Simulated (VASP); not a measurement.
Runs of VASP 6.6.1 on Mg3CdTe4. The structure is that of space group P3m1 (No. 156), or close to it. The cells are those of the table. 

```tsv
cell	k mesh	smearing	gap on the mesh (eV)	pressure (GPa)	largest force (eV/Å)
a = 4.628, b = 4.628, c = 15.072 Å, angles 90.0, 90.0, 120.0°, 8 atoms	6 × 6 × 1	gaussian 0.1 eV	(a)	0.0	0.02
a = 4.667, b = 4.668, c = 14.910 Å, angles 90.0, 90.0, 120.0°, 8 atoms	3 × 3 × 1	gaussian 0.1 eV	1.55	0.0	0.03
a = 4.628, b = 4.628, c = 15.072 Å, angles 90.0, 90.0, 120.0°, 8 atoms	3 × 3 × 1	gaussian 0.1 eV	1.56	0.3	0.09
a = 4.628, b = 4.628, c = 15.072 Å, angles 90.0, 90.0, 120.0°, 8 atoms	6 × 6 × 2	gaussian 0.02 eV	(b)	0.0	0.02
```

Alike in all rows: task single point; level PBE; potentials or basis VASP PAW PBE potentials, release 64 (Mg, Cd, Te); no spin polarisation; cutoff (eV) 520.

Estimate the missing entries.

(a) 1.59; (b) 1.58.

Caveats: some runs use coarse meshes; spin-orbit coupling is left out, which moves the levels of the heavy elements.

A k mesh can miss the band edges, and the runs leave out spin-orbit coupling on Cd, Te.
